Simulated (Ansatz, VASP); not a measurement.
## HfTi3N4: VASP beside Ansatz

```
Hf Ti N
1.0
     4.34186    0.00000    0.00000
     0.00000    4.34186    0.00000
     0.00000    0.00000    4.34186
Hf Ti N
1 3 4
Cartesian
  0.0000 0.0000 0.0000
  2.1709 0.0000 2.1709
  0.0000 2.1709 2.1709
  2.1709 2.1709 0.0000
  2.1709 2.1709 2.1709
  0.0000 2.1709 0.0000
  2.1709 0.0000 0.0000
  0.0000 0.0000 2.1709
```

Alike in both runs: functional PBE; k mesh 10 × 10 × 10; occupations gaussian, width 0.1 eV; no spin polarisation.

Ansatz relaxed the structure, and its values are those at the end. VASP's run is a single point on that final structure, the one shown.

```csv
,VASP,Ansatz
version,VASP 6.6.1,Ansatz 0.2.0
potentials or method,"VASP PAW PBE potentials, release 64 (Hf_pv, Ti_sv, N), cutoff 520 eV","scalar-relativistic, plane waves, PAW"
valence electrons in the cell,66,82
```

|  | VASP | Ansatz | Ansatz less VASP |
| --- | --- | --- | --- |
| gap on the k mesh at the Fermi level (eV) | none | none | - |
| pressure (GPa) | -0.3 | 0.0 | +0.34 |

A gap of «none» marks a metal or a gap that the smearing closes. VASP's potentials hold 66 valence electrons a cell and Ansatz's 82, so a difference there can come from the potentials and not from the codes.

Spin-orbit coupling is off throughout.
